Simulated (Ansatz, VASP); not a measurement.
## Two plane-wave programs on MnHg

```
Mn Hg
1.0
     3.31500    0.00000    0.00000
     0.00000    3.31500    0.00000
     0.00000    0.00000    3.31500
Mn Hg
1 1
Cartesian
  1.6575 1.6575 1.6575
  0.0000 0.0000 0.0000
```

Alike in both runs: task single point; functional PBE; k mesh 4 × 4 × 4; occupations gaussian, width 0.1 eV; collinear spin.

|  | VASP | Ansatz |
| --- | --- | --- |
| version | VASP 6.6.1 | Ansatz 0.2.0 |
| potentials or method | VASP PAW PBE potentials, release 64 (Mn_pv, Hg), cutoff 500 eV | scalar-relativistic, plane waves, PAW |
| valence electrons in the cell | 25 | 35 |

```csv
,VASP,Ansatz,Ansatz less VASP
gap on the k mesh at the Fermi level (eV),none,none,-
pressure (GPa),-0.6,-1.0,-0.40
net moment per atom (μB),1.86,1.86,0.000
size of the moment on the site where the two differ most (μB),3.70,3.75,+0.052
```

Site moments also hang on the region over which each program counts them. A gap of «none» marks a metal or a gap that the smearing closes. VASP's potentials hold 25 valence electrons a cell and Ansatz's 35, so a difference there can come from the potentials and not from the codes. Ansatz's warnings: force scf threshold loose, no starting moments, stress scf threshold loose.

The k mesh is coarse, so the values compare programs but aren't converged. Neither program's run includes spin-orbit coupling.
